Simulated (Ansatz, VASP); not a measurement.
# S in VASP and in Ansatz

```
S
1.0
     2.14171    0.00000    0.00000
     0.00000    2.14171    0.00000
     0.00000    0.00000    2.14171
S
1
Direct
  0.00000 0.00000 0.00000
```

Change from the starting cell: volume scaled by 0.6, PAW files.

Alike in both runs: task single point; functional PBEsol; k mesh 16 × 16 × 16; occupations fermi-dirac, width 0.05 eV; no spin polarisation.

|  | VASP | Ansatz |
| --- | --- | --- |
| version | VASP 6.6.1 | Ansatz 0.2.0 |
| potentials or method | VASP PAW PBE potentials, release 64 (S) | PAW with Ansatz's default frozen-core files, scalar-relativistic |
| plane-wave cutoff (eV) | 520 | 420 |
| valence electrons in the cell | 6 | 6 |

|  | VASP | Ansatz | Ansatz less VASP |
| --- | --- | --- | --- |
| pressure (GPa) | 102.3 | 101.1 | -1.13 |

VASP's potentials were made for PBE, not for PBEsol. Both programs put the cell under a high pressure, so it lies far from rest at this level. With one functional, cell and mesh, what is left measures potentials, basis and numerics.

Noted on VASP's run: the cell as given lies far from equilibrium.
